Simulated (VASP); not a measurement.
# Ge (I4_1/amd) in VASP: a series of runs, part 2 of 2

VASP 6.6.1. Earlier steps stand in the parts before.

## Step 3: Single point, LDA

This run uses another cell than the first one, of 17.91 Å³/atom.

Input file INCAR:

```
PREC     = Accurate       # precision mode
ENCUT    = 520            # plane-wave cutoff, eV
EDIFF    = 1E-6           # SCF threshold, eV
ISMEAR   = 1              # smearing method
SIGMA    = 0.1            # smearing width, eV
LREAL    = F              # projectors in reciprocal space
LASPH    = T              # aspherical terms in the spheres
NELM     = 80             # most SCF steps
ALGO     = Normal         # electronic algorithm
ISIF     = 2              # what is computed and relaxed
LWAVE    = F              # write WAVECAR
LCHARG   = F              # write CHGCAR
GGA      = CA             # functional
NBANDS   = 21             # bands
```

Input file KPOINTS:

```
regular mesh
0
Gamma
  12 12 12
```

Input file POSCAR:

```
Ge
1.0
   -2.5384710085      2.5384710085      1.3896073097
    2.5384710085     -2.5384710085      1.3896073097
    2.5384710085      2.5384710085     -1.3896073097
Ge
2
Direct
    0.2500000000      0.7500000000      0.5000000000
    0.5000000000      0.5000000000      0.0000000000
```

Potentials or basis: VASP PAW LDA potentials, release 64 (Ge_d).

The run is started by

```
$ cat potpaw_LDA.64/Ge_d/POTCAR > POTCAR
$ mpirun -np 1 vasp_std > vasp.out
```

OUTCAR:

```text
PREC = Accurate
   ENCUT = 520
   EDIFF = 1E-6
   ISMEAR = 1
   LREAL = F
   LASPH = T
   NELM = 80
   ISIF = 2
   GGA = CA

 ion  position               nearest neighbor table
   1  0.250  0.750  0.500-   2 2.63   2 2.63   2 2.63   2 2.63
   2  0.500  0.500  0.000-   1 2.63   1 2.63   1 2.63   1 2.63

  LATTYP: Found a body centered tetragonal cell.
 ALAT       =     5.0769420170
 C/A-ratio  =     0.5474190192

  Lattice vectors:

 A1 = (  -2.5384710085,   2.5384710085,   1.3896073097)
 A2 = (   2.5384710085,  -2.5384710085,   1.3896073097)
 A3 = (   2.5384710085,   2.5384710085,  -1.3896073097)

Analysis of symmetry for initial positions (statically):
=====================================================================
 Subroutine PRICEL returns:
 Original cell was already a primitive cell.

 Routine SETGRP: Setting up the symmetry group for a
 body centered tetragonal supercell.

 Subroutine GETGRP returns: Found 16 space group operations
 (whereof  8 operations were pure point group operations)
 out of a pool of 16 trial point group operations.

The static configuration has the point symmetry D_2d.
 The point group associated with its full space group is D_4h.

Analysis of symmetry for dynamics (positions and initial velocities):
=====================================================================
 Subroutine PRICEL returns:
 Original cell was already a primitive cell.

 Routine SETGRP: Setting up the symmetry group for a
 body centered tetragonal supercell.

 Subroutine GETGRP returns: Found 16 space group operations
 (whereof  8 operations were pure point group operations)
 out of a pool of 16 trial point group operations.

The dynamic configuration has the point symmetry D_2d.
 The point group associated with its full space group is D_4h.

 Subroutine INISYM returns: Found 16 space group operations
 (whereof  8 operations are pure point group operations),
 and found     1 'primitive' translations

----------------------------------------------------------------------------------------

                                     Primitive cell

  volume of cell :      35.8176

  direct lattice vectors                    reciprocal lattice vectors
    -2.538471009  2.538471009  1.389607310     0.000000000  0.196968962  0.359813882
     2.538471009 -2.538471009  1.389607310     0.196968962  0.000000000  0.359813882
     2.538471009  2.538471009 -1.389607310     0.196968962  0.196968962  0.000000000

  length of vectors
     3.849503682  3.849503682  3.849503682     0.410198490  0.410198490  0.278556178

  position of ions in fractional coordinates (direct lattice)
     0.250000000  0.750000000  0.500000000
     0.500000000  0.500000000  0.000000000

  ion indices of the primitive-cell ions
   primitive index   ion index
                 1           1
                 2           2

----------------------------------------------------------------------------------------

 KPOINTS: regular mesh

Automatic generation of k-mesh.
 Grid dimensions read from file:
 generate k-points for:   12   12   12

 Generating k-lattice:

  Cartesian coordinates                     Fractional coordinates (reciprocal lattice)
     0.000000000  0.016414080  0.029984490     0.083333333  0.000000000 -0.000000000
     0.016414080  0.000000000  0.029984490     0.000000000  0.083333333 -0.000000000
     0.016414080  0.016414080  0.000000000     0.000000000  0.000000000  0.083333333

  Length of vectors
     0.034183208  0.034183208  0.023213015

  Shift w.r.t. Gamma in fractional coordinates (k-lattice)
     0.000000000  0.000000000  0.000000000

 Subroutine IBZKPT returns following result:
 ===========================================

 Found    163 irreducible k-points:

 Following reciprocal coordinates:
            Coordinates               Weight
  0.000000  0.000000  0.000000      1.000000
  0.083333 -0.000000  0.000000      8.000000
  0.166667  0.000000  0.000000      8.000000
  0.250000 -0.000000  0.000000      8.000000
  0.333333 -0.000000  0.000000      8.000000
  0.416667 -0.000000  0.000000      8.000000
[... 16 lines left out ...]
  0.500000  0.166667  0.000000     16.000000
 -0.416667  0.166667 -0.000000     16.000000
 [... further k-points ...]
   k-points           NKPTS =    163   k-points in BZ     NKDIM =    163   number of bands    NBANDS=     21
   number of dos      NEDOS =    301   number of ions     NIONS =      2
   total plane-waves  NPLWV =  27000
   dimension x,y,z NGX =    30 NGY =   30 NGZ =   30
   dimension x,y,z NGXF=    60 NGYF=   60 NGZF=   60
   ions per type =               2
   NGX,Y,Z   is equivalent  to a cutoff of  12.96, 12.96, 12.96 a.u.
   NGXF,Y,Z  is equivalent  to a cutoff of  25.91, 25.91, 25.91 a.u.
 SYSTEM =  unknown system
   PREC   = accura    normal or accurate (medium, high low for compatibility)
   ISTART =      0    job   : 0-new  1-cont  2-samecut
   ICHARG =      2    charge: 1-file 2-atom 10-const
   ISPIN  =      1    spin polarized calculation?
   LNONCOLLINEAR =      F non collinear calculations
   LSORBIT =      F    spin-orbit coupling
   LASPH  =      T    aspherical Exc in radial PAW
   ENCUT  =  520.0 eV  38.22 Ry    6.18 a.u.   7.16  7.16  7.16*2*pi/ulx,y,z
   NELM   =     80;   NELMIN=  2; NELMDL= -5     # of ELM steps
   EDIFF  = 0.1E-05   stopping-criterion for ELM
   LREAL  =      F    real-space projection
   EDIFFG = 0.1E-04   stopping-criterion for IOM
   NSW    =      0    number of steps for IOM
   IBRION =     -1    ionic relax: 0-MD 1-quasi-New 2-CG
   NFREE  =      0    steps in history (QN), initial steepest desc. (CG)
   ISIF   =      2    stress and relaxation
   ISYM   =      2    0-nonsym 1-usesym 2-fastsym
   POTIM  = 0.5000    time-step for ionic-motion
   TEBEG  =    0.0;   TEEND  =   0.0 temperature during run
   PSTRESS=    0.0 pullay stress
   NELECT =      28.0000    total number of electrons
   NUPDOWN=      -1.0000    fix difference up-down
   EMIN   =  10.00;   EMAX   =-10.00  energy-range for DOS
   EFERMI =   0.00;   METHOD = LEGACY
   ISMEAR =     1;   SIGMA  =   0.10  broadening in eV -4-tet -1-fermi 0-gaus
   EFERMI_NEDOS =   21; number of points for ismear=-14 and -15
   IALGO  =     38    algorithm
   IMIX   =      4    mixing-type and parameters
     AMIX     =   0.40;   BMIX     =  1.00
     AMIX_MAG =   1.60;   BMIX_MAG =  1.00
  volume/ion in A,a.u.               =      17.91       120.85
  Fermi-wavevector in a.u.,A,eV,Ry     =   1.508095  2.849886 30.944414  2.274350
  Thomas-Fermi vector in A             =   2.618594
   LORBIT       =      0    0 simple, 1 ext, 2 COOP (PROOUT), +10 PAW based schemes
   GGA     = CA    functional components
   LHFCALC =     F    Hartree Fock is set to
   AEXX    =    0.0000 exact exchange contribution
   IVDW    =     0    specifies the selected vdW correction
   LEPSILON=     F    determine dielectric tensor
   LRPA    =     F    only Hartree local field effects (RPA)
 non-spin polarized calculation
 Methfessel and Paxton  Order N= 1 SIGMA  =   0.10
  energy-cutoff  :      520.00
  volume of cell :       35.82
 maximum number of plane-waves:       982
 NGX is ok and might be reduce to    30
   NGX = 15   NGY = 15   NGZ = 15

 number of electron      27.9999996 magnetization

 Free energy of the ion-electron system (eV)
  ---------------------------------------------------
  ext. energy  EPLUGINS =         0.00000000
  ---------------------------------------------------
  free energy    TOTEN  =       -10.03103900 eV

  energy without entropy =      -10.03103994  energy(sigma->0) =      -10.03103931

 E-fermi :   6.9037     XC(G=0): -11.7791

 val. band max:        6.8880940673   @ k =  -0.0833  -0.2500   0.0833
 cond. band min:       6.9256786778   @ k =   0.5000   0.3333   0.0833
 fundamental gap:      0.0375846105
 Fermi energy:         6.9036776278

 k-point     1 :       0.0000    0.0000    0.0000
  band No.  band energies     occupation
      1     -17.9700      2.00000
      2     -17.9137      2.00000
      3     -17.8872      2.00000
      4     -17.8789      2.00000
      5     -17.7684      2.00000
      6     -17.7684      2.00000
[... 13 lines left out ...]
     20      18.8064      0.00000
     21      19.7469      0.00000

 k-point     2 :       0.0833   -0.0000    0.0000
  band No.  band energies     occupation
      1     -17.9670      2.00000
      2     -17.9041      2.00000
      3     -17.8831      2.00000
      4     -17.8672      2.00000
      5     -17.7764      2.00000
      6     -17.7751      2.00000
[... 520 lines left out ...]
 k-point    24 :      -0.4167    0.1667   -0.0000
  band No.  band energies     occupation
      1     -17.9209      2.00000
      2     -17.8664      2.00000
      3     -17.8548      2.00000
      4     -17.8340      2.00000
      5     -17.8044      2.00000
      6     -17.7848      2.00000
[... 13 lines left out ...]
     20      17.3267      0.00000
     21      17.9952      0.00000

 [... further k-points ...]
[... 5 lines left out ...]
  --------------------------------------------------------------------------------------
  -------------------------------------------------------------------------------------
  Total        0.0044808      0.0044808      0.0177600      0.0000000      0.0000000      0.0000000
  in kB        0.2004320      0.2004320      0.7944345      0.0000000      0.0000000      0.0000000
  external PRESSURE =       0.3984328 kB  Pullay stress =       0.0000000 kB

 VOLUME and BASIS-vectors are now :
 -----------------------------------------------------------------------------
  energy-cutoff  :      520.00
  volume of cell :       35.82
      direct lattice vectors                 reciprocal lattice vectors
    -2.538471009  2.538471009  1.389607310     0.000000000  0.196968962  0.359813882
     2.538471009 -2.538471009  1.389607310     0.196968962  0.000000000  0.359813882
     2.538471009  2.538471009 -1.389607310     0.196968962  0.196968962  0.000000000

 POSITION                                       TOTAL-FORCE (eV/Angst)
 -----------------------------------------------------------------------------------
      2.53847      0.00000      0.69480         0.000000     -0.000000      0.000000
      0.00000      0.00000      1.38961        -0.000000      0.000000     -0.000000
 -----------------------------------------------------------------------------------
    total drift:                                0.000000     -0.000000      0.000000

  FREE ENERGIE OF THE ION-ELECTRON SYSTEM (eV)
  ---------------------------------------------------
  free  energy   TOTEN  =       -10.0310389961 eV

  energy  without entropy=      -10.0310399372  energy(sigma->0) =      -10.03103931
```

It took 87 s on 1 thread of Intel Xeon Platinum 8488C (Sapphire Rapids), shared host; peak memory 0.21 GiB.

Results:

* Free energy: -10.0310 eV
* Pressure: 0.0 GPa
* Band gap on the k mesh: zero (bands 14 and 15 overlap by 5.32 eV)

The gap in the log of VASP goes by the Fermi energy; the results here count the filled bands.